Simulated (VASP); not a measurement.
A run of VASP 6.6.1 is set up as follows.

The input INCAR:

```
SYSTEM = EuHg2
  PREC = Accurate
  ENCUT = 550
  EDIFF = 1E-6
  ISMEAR = -1
  SIGMA = 0.05
  LREAL = .False.
  LASPH = .True.
  NELM = 200
  ALGO = Normal
  ISIF = 2
  LWAVE = .False.
  LCHARG = .False.
  ISPIN = 2
  MAGMOM = 7 0 0
  LORBIT = 11
  LMAXMIX = 6
  GGA = CA
  NBANDS = 40
  GGA_COMPAT = .False.
```

File KPOINTS:

```
regular mesh
0
Gamma
  6 6 7
  0 0 0
```

The input POSCAR:

```
EuHg2
1.0
    4.9700000000      0.0000000000      0.0000000000
   -2.4850000000      4.3041462568      0.0000000000
    0.0000000000      0.0000000000      3.7050000000
Eu Hg
1 2
Direct
    0.0000000000      0.0000000000      0.0000000000
    0.3333333333      0.6666666667      0.5000000000
    0.6666666667      0.3333333333      0.5000000000
```

Potentials or basis: VASP PAW PBE potentials, release 64 (Eu, Hg_sv_GW).

The run is started by

```bash
$ cat potpaw_PBE.64/Eu/POTCAR potpaw_PBE.64/Hg_sv_GW/POTCAR > POTCAR
$ mpirun -np 1 vasp_std > vasp.out
```

Q: Predict the pressure.

A: -4.3 GPa.

Q: What does it give for the net moment?

A: 6.94 μB per cell.

Q: Estimate the site moments.

A: Eu +6.58; Hg -0.00 μB.

Stress tensor (GPa, compression positive):
```
-4.73  0.00  0.00
 0.00 -4.73  0.00
 0.00  0.00 -3.42
```

Caveat: the cell stands under tension; the PAW data sets were made with another functional, which shifts forces and pressure a little. The state reached can hang on the start; a lower one may exist.
